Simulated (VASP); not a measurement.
BN, 4 atoms in the cell. It takes space group P6_3/mmc (No. 194, hexagonal). Conventional cell: a = 2.536 Å, b = 2.536 Å, c = 8.703 Å, α = 90.00°, β = 90.00°, γ = 120.00°. Within 2.0 Å of B (site symmetry -6m2) lie 3 N at 1.46 Å. Within 2.0 Å of N (site symmetry -6m2) lie 3 B at 1.46 Å. 

| Quantity | Value |
| --- | --- |
| Program | VASP 6.6.1 |
| Task | relaxation of shape and atoms at fixed volume |
| Functional | PBE |
| Potentials or basis | VASP PAW PBE potentials, release 64 (B, N) |
| Cutoff | 600 eV |
| k mesh | 12 × 12 × 4 |
| Occupations | gaussian, width 0.02 eV |
| Spin | no spin polarisation |
| Dipole correction | no |
| Further INCAR settings | ALGO = Normal; EDIFF = 1e-06; IBRION = 2; EDIFFG = -0.01; NSW = 50; ISIF = 4 |

Potentials or basis: VASP PAW PBE potentials, release 64 (B, N).

The run is started by

```console
$ cat potpaw_PBE.64/B/POTCAR potpaw_PBE.64/N/POTCAR > POTCAR
$ mpirun -np 1 vasp_std > vasp.out
```

Hardware: 1 thread of Intel Xeon 8259CL, with other jobs on the host.

Q: Estimate the wall time of this run.

A: It took 99 s on 1 thread of Intel Xeon 8259CL, on a shared host, peak memory 0.18 GiB. Counts: scf iterations 26, k points 57, ion steps 3.
